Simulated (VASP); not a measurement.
Here is a VASP 6.6.1 calculation.

Contents of INCAR:

```
PREC = Accurate ; ENCUT = 520
EDIFF = 1E-7 ; ISMEAR = 0
SIGMA = 0.05 ; LREAL = False
LASPH = True ; NELM = 80
ALGO = Normal ; ISIF = 2
LWAVE = False ; LCHARG = False
NBANDS = 11
```

Contents of KPOINTS:

```
regular mesh
0
Gamma
  12 12 12
```

File POSCAR:

```
Si
1.0
    0.0000000000      2.5260745372      2.7167931648
    2.5260745372      0.0000000000      2.7167931648
    2.5260745372      2.5260745372      0.0000000000
Si
2
Direct
    0.5000000000      0.5000000000      0.5000000000
    0.7500000000      0.7500000000      0.7500000000
```

Potentials or basis: VASP PAW LDA potentials, release 64 (Si).

Launch:

```bash
$ cat potpaw_LDA.64/Si/POTCAR > POTCAR
$ mpirun -np 1 vasp_std > vasp.out
```

**Question.** Estimate the band gap on the k mesh.

**Answer.** Zero (band 4 reaches 7.55 eV, above the bottom of band 5 at 7.32 eV).

**Question.** What does it give for the pressure?

**Answer.** 15.9 GPa.

Stress tensor (GPa, compression positive):
```
18.36  0.00  0.00
 0.00 18.36  0.00
 0.00  0.00 10.88
```
